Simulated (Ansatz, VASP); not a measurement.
BeS5: VASP beside Ansatz

```
Be S
1.0
     6.07190    0.00000    0.00000
     0.00000    6.07190    0.00000
     0.00000    0.00000    4.06492
Be S
1 5
Direct
  0.00000 0.00000 0.50000
  0.84714 0.50000 0.00000
  0.15286 0.50000 0.00000
  0.50000 0.15286 0.00000
  0.50000 0.84714 0.00000
  0.50000 0.50000 0.50000
```

Alike in both runs: task single point; functional PBE; k mesh 4 × 4 × 4; occupations gaussian, width 0.1 eV; no spin polarisation.

|  | VASP | Ansatz |
| --- | --- | --- |
| version | VASP 6.6.1 | Ansatz 0.2.0 |
| potentials or method | VASP PAW PBE potentials, release 64 (Be, S), cutoff 520 eV | scalar-relativistic, plane waves, PAW |
| valence electrons in the cell | 32 | 32 |

VASP gave:

```
gap on the k mesh at the Fermi level (eV)                     : none
pressure (GPa)                                                : 2.0
traceless stress, the component that is largest in VASP (GPa) : -2.29
rms of the force components (eV/Å)                            : 0.775
```

What did Ansatz give for the same quantities?

gap on the k mesh at the Fermi level (eV): none; pressure (GPa): 2.4; traceless stress, the component that is largest in VASP (GPa): -2.67; rms of the force components (eV/Å): 0.914.

Atom by atom the forces differ by 0.139 eV/Å (rms over components). A gap of «none» marks a metal or a gap that the smearing closes.

The k mesh is coarse, so the values compare programs but aren't converged.
